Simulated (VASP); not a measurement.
# EuMn2Sb2 in VASP: single point with PBE+U

Aim: the single point of EuMn2Sb2 with PBE+U.

All numbers are computed with VASP 6.6.1; they aren't measurements. Logs are shortened: lines on timing, memory, paths and dates and some standing lists are left out, and cuts for length are marked.

## 1. The cell of the first run

The typed cell holds 5 atoms: a = 4.638 Å, b = 4.630 Å, c = 7.653 Å, α = 89.97°, β = 90.00°, γ = 120.05°.

## 2. Single point, PBE+U, collinear spin, ferromagnetic start

INCAR reads:

```
SYSTEM = EuMn2Sb2
PREC = Accurate ; ENCUT = 520
EDIFF = 1E-6 ; ISMEAR = -1
SIGMA = 0.1 ; LREAL = .False.
LASPH = .True. ; NELM = 150
ALGO = Normal ; ISIF = 2
LWAVE = .False. ; LCHARG = .True.
ISPIN = 2 ; MAGMOM = 0 0 4.5 4.5 7
LORBIT = 11 ; LMAXMIX = 6
LDAU = .True. ; LDAUTYPE = 2
LDAUL = -1 2 3 ; LDAUU = 0 2.57 2.54
LDAUJ = 0 0 0 ; LDAUPRINT = 1
GGA = PE ; LELF = .True.
LVHAR = .True. ; NBANDS = 38
```

KPOINTS reads:

```
Automatic mesh
0
Gamma
  5 5 3
  0 0.5 0
```

POSCAR reads:

```
EuMn2Sb2
1.0
    4.6379187838      0.0002217123      0.0004616957
   -2.3185959322      4.0070643551      0.0005445124
   -0.0004432776      0.0037325303      7.6525696932
Sb Mn Eu
2 2 1
Direct
    0.3221693960      0.6670793592      0.2479836270
    0.6554868197      0.3337648670      0.7340414255
    0.3219840358      0.6667862863      0.6126135981
    0.6557372491      0.3341884249      0.3682696851
    0.9888504995      0.0004250626     -0.0079473357
```

Potentials or basis: VASP PAW PBE potentials, release 64 (Sb, Mn_pv, Eu).

On the command line:

```
> cat potpaw_PBE.64/Sb/POTCAR potpaw_PBE.64/Mn_pv/POTCAR potpaw_PBE.64/Eu/POTCAR > POTCAR
> mpirun -np 1 vasp_std > vasp.out
```

OUTCAR:

```text
SYSTEM = EuMn2Sb2
   PREC = Accurate
   ENCUT = 520
   EDIFF = 1E-6
   ISMEAR = -1
   LREAL = .False.
   LASPH = .True.
   NELM = 150
   ISIF = 2
   ISPIN = 2
   LORBIT = 11
   GGA = PE

 ion  position               nearest neighbor table
   1  0.322  0.667  0.248-   3 2.79   4 2.83   4 2.83   4 2.83   5 3.31   5 3.32   5 3.32
   2  0.655  0.334  0.734-   4 2.80   3 2.83   3 2.83   3 2.83   5 3.32   5 3.33   5 3.33
   3  0.322  0.667  0.613-   1 2.79   2 2.83   2 2.83   2 2.83
   4  0.656  0.334  0.368-   2 2.80   1 2.83   1 2.83   1 2.83
   5  0.989  0.000  0.992-   1 3.31   1 3.32   1 3.32   2 3.32   2 3.33   2 3.33

  LATTYP: Found a triclinic cell.
 ALAT       =     4.6300757152
 B/A-ratio  =     1.0016939457
 C/A-ratio  =     1.6527959988
 COS(alpha) =     0.0000416460
 COS(beta)  =     0.0006104454
 COS(gamma) =     0.5009668622

  Lattice vectors:

 A1 = (  -2.3193228516,  -4.0072860674,  -0.0010062081)
 A2 = (  -4.6379187838,  -0.0002217123,  -0.0004616957)
 A3 = (   0.0004432776,  -0.0037325303,  -7.6525696932)

Analysis of symmetry for initial positions (statically):
=====================================================================
 Subroutine PRICEL returns:
 Original cell was already a primitive cell.

 Routine SETGRP: Setting up the symmetry group for a
 triclinic supercell.

 Subroutine GETGRP returns: Found  1 space group operations
 (whereof  1 operations were pure point group operations)
 out of a pool of  2 trial point group operations.

The static configuration has the point symmetry C_1 .

Analysis of symmetry for dynamics (positions and initial velocities):
=====================================================================
 Subroutine PRICEL returns:
 Original cell was already a primitive cell.

 Routine SETGRP: Setting up the symmetry group for a
 triclinic supercell.

 Subroutine GETGRP returns: Found  1 space group operations
 (whereof  1 operations were pure point group operations)
 out of a pool of  2 trial point group operations.

The dynamic configuration has the point symmetry C_1 .

Analysis of structural, dynamic, and magnetic symmetry:
=====================================================================
 Subroutine PRICEL returns:
 Original cell was already a primitive cell.

 Routine SETGRP: Setting up the symmetry group for a
 triclinic supercell.

 Subroutine GETGRP returns: Found  1 space group operations
 (whereof  1 operations were pure point group operations)
 out of a pool of  2 trial point group operations.

The overall configuration has the point symmetry C_1 .

 Subroutine INISYM returns: Found  1 space group operations
 (whereof  1 operations are pure point group operations),
 and found     1 'primitive' translations

----------------------------------------------------------------------------------------

                                     Primitive cell

  volume of cell :     142.2226

  direct lattice vectors                    reciprocal lattice vectors
     4.637918784  0.000221712  0.000461696     0.215607993  0.124756629 -0.000048361
    -2.318595932  4.007064355  0.000544512    -0.000011918  0.249552377 -0.000121720
    -0.000443278  0.003732530  7.652569693    -0.000013007 -0.000025284  0.130675071

  length of vectors
     4.637918812  4.629519645  7.652570616     0.249100433  0.249552407  0.130675074

  position of ions in fractional coordinates (direct lattice)
     0.322169396  0.667079359  0.247983627
     0.655486820  0.333764867  0.734041426
[... 75 lines left out ...]
   ISTART =      0    job   : 0-new  1-cont  2-samecut
   ICHARG =      2    charge: 1-file 2-atom 10-const
   ISPIN  =      2    spin polarized calculation?
   LNONCOLLINEAR =      F non collinear calculations
   LSORBIT =      F    spin-orbit coupling
   LASPH  =      T    aspherical Exc in radial PAW
   ENCUT  =  520.0 eV  38.22 Ry    6.18 a.u.   8.62  8.61 14.23*2*pi/ulx,y,z
   NELM   =    150;   NELMIN=  2; NELMDL= -5     # of ELM steps
   EDIFF  = 0.1E-05   stopping-criterion for ELM
   LREAL  =      F    real-space projection
   EDIFFG = 0.1E-04   stopping-criterion for IOM
   NSW    =      0    number of steps for IOM
   IBRION =     -1    ionic relax: 0-MD 1-quasi-New 2-CG
   NFREE  =      0    steps in history (QN), initial steepest desc. (CG)
   ISIF   =      2    stress and relaxation
   ISYM   =      2    0-nonsym 1-usesym 2-fastsym
   POTIM  = 0.5000    time-step for ionic-motion
   TEBEG  =    0.0;   TEEND  =   0.0 temperature during run
   PSTRESS=    0.0 pullay stress
   NELECT =      53.0000    total number of electrons
   NUPDOWN=      -1.0000    fix difference up-down
   EMIN   =  10.00;   EMAX   =-10.00  energy-range for DOS
   EFERMI =   0.00;   METHOD = LEGACY
   ISMEAR =    -1;   SIGMA  =   0.10  broadening in eV -4-tet -1-fermi 0-gaus
   EFERMI_NEDOS =   21; number of points for ismear=-14 and -15
   IALGO  =     38    algorithm
   IMIX   =      4    mixing-type and parameters
     AMIX     =   0.40;   BMIX     =  1.00
     AMIX_MAG =   1.60;   BMIX_MAG =  1.00
  volume/ion in A,a.u.               =      28.44       191.95
  Fermi-wavevector in a.u.,A,eV,Ry     =   1.178087  2.226261 18.883363  1.387888
  Thomas-Fermi vector in A             =   2.314422
   LORBIT       =     11    0 simple, 1 ext, 2 COOP (PROOUT), +10 PAW based schemes
 LDA+U is selected, type is set to LDAUTYPE =  2
   angular momentum for each species LDAUL =    -1    2    3
   U (eV)           for each species LDAUU =   0.0  2.6  2.5
   J (eV)           for each species LDAUJ =   0.0  0.0  0.0
   GGA     = PE    functional components
   LHFCALC =     F    Hartree Fock is set to
   AEXX    =    0.0000 exact exchange contribution
   IVDW    =     0    specifies the selected vdW correction
   LEPSILON=     F    determine dielectric tensor
   LRPA    =     F    only Hartree local field effects (RPA)
 spin polarized calculation
  energy-cutoff  :      520.00
  volume of cell :      142.22
 maximum number of plane-waves:      3855
   NGX = 17   NGY = 17   NGZ = 29

atom =   3  type =  2  l = 2

 onsite density matrix

spin component  1
[... 87 lines left out ...]
  o =  0.0001  v =  0.0000  0.0000  0.0000  0.0000  0.0000  0.0000  0.0000  0.7242  0.0003 -0.0016 -0.6896  0.0021  0.0006 -0.0013      0.0000  0.0000  0.0000  0.0000  0.0000  0.0000  0.0000  0.0000  0.0000  0.0000  0.0000  0.0000  0.0000  0.0000
  o =  0.0006  v =  0.0000  0.0000  0.0000  0.0000  0.0000  0.0000  0.0000 -0.0030  0.4206 -0.0686  0.0003  0.8642 -0.0354 -0.2651      0.0000  0.0000  0.0000  0.0000  0.0000  0.0000  0.0000  0.0000  0.0000  0.0000  0.0000  0.0000  0.0000  0.0000
  o =  0.0006  v =  0.0000  0.0000  0.0000  0.0000  0.0000  0.0000  0.0000 -0.0002 -0.0022 -0.8717  0.0010 -0.0121 -0.4275  0.2395      0.0000  0.0000  0.0000  0.0000  0.0000  0.0000  0.0000  0.0000  0.0000  0.0000  0.0000  0.0000  0.0000  0.0000
  o =  0.0006  v =  0.0000  0.0000  0.0000  0.0000  0.0000  0.0000  0.0000 -0.0006  0.1222  0.2045 -0.0020  0.2473  0.0986  0.9340      0.0000  0.0000  0.0000  0.0000  0.0000  0.0000  0.0000  0.0000  0.0000  0.0000  0.0000  0.0000  0.0000  0.0000
  o =  0.0015  v =  0.0000  0.0000  0.0000  0.0000  0.0000  0.0000  0.0000 -0.6888  0.0238 -0.0197 -0.7232 -0.0141  0.0384 -0.0011      0.0000  0.0000  0.0000  0.0000  0.0000  0.0000  0.0000  0.0000  0.0000  0.0000  0.0000  0.0000  0.0000  0.0000
  o =  0.0016  v =  0.0000  0.0000  0.0000  0.0000  0.0000  0.0000  0.0000  0.0270  0.8612 -0.1231  0.0279 -0.4189  0.2574 -0.0018      0.0000  0.0000  0.0000  0.0000  0.0000  0.0000  0.0000  0.0000  0.0000  0.0000  0.0000  0.0000  0.0000  0.0000
  o =  0.0016  v =  0.0000  0.0000  0.0000  0.0000  0.0000  0.0000  0.0000 -0.0221  0.2568  0.4221 -0.0252 -0.1273 -0.8594 -0.0016      0.0000  0.0000  0.0000  0.0000  0.0000  0.0000  0.0000  0.0000  0.0000  0.0000  0.0000  0.0000  0.0000  0.0000
  o =  0.9504  v = -0.0007  0.8677  0.0006 -0.0005 -0.4947 -0.0012  0.0486  0.0000  0.0000  0.0000  0.0000  0.0000  0.0000  0.0000      0.0000  0.0000  0.0000  0.0000  0.0000  0.0000  0.0000  0.0000  0.0000  0.0000  0.0000  0.0000  0.0000  0.0000
  o =  0.9559  v =  0.3618  0.0012 -0.4543  0.2263 -0.0011  0.7819  0.0001  0.0000  0.0000  0.0000  0.0000  0.0000  0.0000  0.0000      0.0000  0.0000  0.0000  0.0000  0.0000  0.0000  0.0000  0.0000  0.0000  0.0000  0.0000  0.0000  0.0000  0.0000
  o =  0.9590  v =  0.7586 -0.0001  0.2330  0.4920 -0.0005 -0.3581  0.0001  0.0000  0.0000  0.0000  0.0000  0.0000  0.0000  0.0000      0.0000  0.0000  0.0000  0.0000  0.0000  0.0000  0.0000  0.0000  0.0000  0.0000  0.0000  0.0000  0.0000  0.0000
  o =  0.9707  v =  0.0005  0.3159 -0.0070  0.0002  0.4735 -0.0041 -0.8222  0.0000  0.0000  0.0000  0.0000  0.0000  0.0000  0.0000      0.0000  0.0000  0.0000  0.0000  0.0000  0.0000  0.0000  0.0000  0.0000  0.0000  0.0000  0.0000  0.0000  0.0000
  o =  0.9709  v = -0.0214 -0.0693  0.8445 -0.0022 -0.1329  0.5012 -0.1128  0.0000  0.0000  0.0000  0.0000  0.0000  0.0000  0.0000      0.0000  0.0000  0.0000  0.0000  0.0000  0.0000  0.0000  0.0000  0.0000  0.0000  0.0000  0.0000  0.0000  0.0000
  o =  0.9709  v = -0.0039  0.3774  0.1611 -0.0000  0.7166  0.0957  0.5558  0.0000  0.0000  0.0000  0.0000  0.0000  0.0000  0.0000      0.0000  0.0000  0.0000  0.0000  0.0000  0.0000  0.0000  0.0000  0.0000  0.0000  0.0000  0.0000  0.0000  0.0000
  o =  0.9734  v =  0.5414  0.0000  0.0118 -0.8407  0.0002 -0.0003  0.0002  0.0000  0.0000  0.0000  0.0000  0.0000  0.0000  0.0000      0.0000  0.0000  0.0000  0.0000  0.0000  0.0000  0.0000  0.0000  0.0000  0.0000  0.0000  0.0000  0.0000  0.0000

 number of electron      53.0000014 magnetization      16.6830352

 Free energy of the ion-electron system (eV)
  ---------------------------------------------------
  ext. energy  EPLUGINS =         0.00000000
  ---------------------------------------------------
  free energy    TOTEN  =       -36.54356394 eV

  energy without entropy =      -36.48053667  energy(sigma->0) =      -36.51205031

 E-fermi :   5.1418     XC(G=0):  -9.4696

 val. band max:        5.1390469450   @ k =   0.0000   0.5000   0.3333
 cond. band min:       5.2021343814   @ k =  -0.4000   0.5000   0.3333
 fundamental gap:      0.0630874364
 Fermi energy:         5.1418421897

 spin component 1

 k-point     1 :      -0.0000    0.1000   -0.0000
  band No.  band energies     occupation
      1     -46.2434      1.00000
      2     -46.2347      1.00000
      3     -46.2339      1.00000
      4     -46.2316      1.00000
      5     -46.2220      1.00000
      6     -46.2215      1.00000
[... 1961 lines left out ...]
     37      11.1006      0.00000
     38      11.4636      0.00000

 [... further k-points ...]

------------------------ aborting loop because EDIFF is reached ----------------------------------------

  FORCE on cell =-STRESS in cart. coord.  units (eV):
  Direction    XX          YY          ZZ          XY          YZ          ZX
  --------------------------------------------------------------------------------------
  -------------------------------------------------------------------------------------
  Total        0.4008710      0.5761645      1.2593816     -0.0026464     -0.0396607     -0.0014137
  in kB        4.5159222      6.4906525     14.1872822     -0.0298124     -0.4467886     -0.0159259
  external PRESSURE =       8.3979523 kB  Pullay stress =       0.0000000 kB

 VOLUME and BASIS-vectors are now :
 -----------------------------------------------------------------------------
  energy-cutoff  :      520.00
  volume of cell :      142.22
      direct lattice vectors                 reciprocal lattice vectors
     4.637918784  0.000221712  0.000461696     0.215607993  0.124756629 -0.000048361
    -2.318595932  4.007064355  0.000544512    -0.000011918  0.249552377 -0.000121720
    -0.000443278  0.003732530  7.652569693    -0.000013007 -0.000025284  0.130675071

 POSITION                                       TOTAL-FORCE (eV/Angst)
 -----------------------------------------------------------------------------------
     -0.05260      2.67403      1.89822         0.000304      0.007972     -0.225599
      2.26590      1.34030      5.61779         0.000735     -0.005965      0.206963
     -0.05294      2.67421      4.68858        -0.001100      0.003193      0.238423
      2.26624      1.34063      2.81869        -0.000192     -0.004927     -0.178397
      4.58478      0.00563      7.59221         0.000253     -0.000273     -0.041390
 -----------------------------------------------------------------------------------
    total drift:                               -0.001940     -0.000541      0.000458

  FREE ENERGIE OF THE ION-ELECTRON SYSTEM (eV)
  ---------------------------------------------------
  free  energy   TOTEN  =       -36.5435639393 eV

  energy  without entropy=      -36.4805366749  energy(sigma->0) =      -36.51205031

 total charge

# of ion       s       p       d       f       tot
--------------------------------------------------
    1        1.109   1.421   0.018   0.000   2.547
    2        1.109   1.417   0.017   0.000   2.544
    3        0.273   6.189   4.853   0.000  11.315
    4        0.273   6.189   4.853   0.000  11.315
    5        2.032   5.757   0.278   6.751  14.818
--------------------------------------------------
tot          4.796  20.973  10.019   6.751  42.539

 magnetization (x)

# of ion       s       p       d       f       tot
--------------------------------------------------
    1       -0.000  -0.043   0.008   0.000  -0.036
    2        0.000  -0.043   0.007   0.000  -0.035
    3        0.046   0.048   4.326   0.000   4.420
    4        0.046   0.048   4.325   0.000   4.419
    5       -0.011  -0.114   0.092   6.739   6.706
--------------------------------------------------
tot          0.082  -0.104   8.759   6.739  15.475
```

Wall time 12 min (1 thread of AMD EPYC 9R45 (Zen 5), shared host); peak memory 0.53 GiB.

Results:

| Property | Result |
| --- | --- |
| Free energy | -36.5436 eV |
| Pressure | 0.8 GPa |
| Largest force | 0.238 eV/Å |
| Net moment | 16.68 μB per cell |
| Site moments | Sb -0.04; Mn +4.42; Eu +6.71 μB |
| Valence electrons inside the program's atomic spheres | Sb 2.55, 2.54; Mn 11.31; Eu 14.82 |

Forces on the atoms (eV/Å):
```
Sb   0.000  0.008 -0.226
Sb   0.001 -0.006  0.207
Mn  -0.001  0.003  0.238
Mn   0.000 -0.005 -0.178
Eu   0.000  0.000 -0.041
```

Stress tensor (GPa, compression positive):
```
 0.45  0.00  0.00
 0.00  0.65 -0.04
 0.00 -0.04  1.42
```

Levels at points of the mesh, in eV from the Fermi level:
Spin up:
```csv
k point,band 32,band 33,band 34,band 35,band 36,band 37,band 38
"(0.00, 0.50, 0.00)",-0.61,-0.60,-0.57,-0.51,0.66,2.48,2.62
```
Spin down:
```tsv
k point	band 14	band 15	band 16	band 17	band 18	band 19	band 20	band 21	band 22	band 23
(0.00, 0.50, 0.00)	-3.59	-2.46	-2.44	-2.01	-1.98	-0.25	0.63	0.64	1.12	1.14
```

Eigenvalues of the final occupation matrices:
```csv
site,spin,trace,eigenvalues
site 3 d,1,4.60,0.92 0.92 0.92 0.92 0.92
site 3 d,2,0.27,0.03 0.03 0.07 0.07 0.07
site 4 d,1,4.60,0.92 0.92 0.92 0.92 0.92
site 4 d,2,0.27,0.03 0.03 0.07 0.07 0.07
site 5 f,1,6.75,0.95 0.96 0.96 0.97 0.97 0.97 0.97
site 5 f,2,0.01,0.00 0.00 0.00 0.00 0.00 0.00 0.00
```

Caveat: spin-orbit coupling is left out, which moves the levels of the heavy elements; only a ferromagnetic start was run, and an antiferromagnetic order may lie lower in energy. The state reached can hang on the start; a lower one may exist.
